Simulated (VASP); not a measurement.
CsRu, 4 atoms in the cell. The structure is orthorhombic, space group Pmma (No. 51). The conventional cell has a = 4.221 Å, b = 3.298 Å, c = 11.176 Å, α = 90.00°, β = 90.00°, γ = 90.00°. Within 4.3 Å of Cs (site symmetry mm2) lie 4 Cs at 3.30 to 4.22 Å and 6 Ru at 3.58 to 3.71 Å. Ru (site symmetry mm2) has 2 Ru at 2.31 Å within 3.1 Å. 

- Program: VASP 6.6.1
- Task: single point
- Functional: PBE
- Potentials or basis: VASP PAW PBE potentials, release 64 (Cs_sv, Ru_pv)
- Cutoff: 520 eV
- k mesh: 4 × 6 × 4
- Occupations: gaussian, width 0.1 eV
- Spin: no spin polarisation
- Dipole correction: no
- Further INCAR settings: ALGO = Fast; EDIFF = 1e-06; NBANDS = 31

Potentials or basis: VASP PAW PBE potentials, release 64 (Cs_sv, Ru_pv).

Command:

```console
$ cat potpaw_PBE.64/Cs_sv/POTCAR potpaw_PBE.64/Ru_pv/POTCAR > POTCAR
$ mpirun -np 1 vasp_std > vasp.out
```

Hardware: 1 thread of Intel(R) Xeon(R) Platinum 8488C (Sapphire Rapids) (shared host).

**Question.** How long does it take, and how much memory?

**Answer.** It took 2.6 min on 1 thread of Intel(R) Xeon(R) Platinum 8488C (Sapphire Rapids), on a shared host, peak memory 0.34 GiB. Counts: scf iterations 15, k points 36.
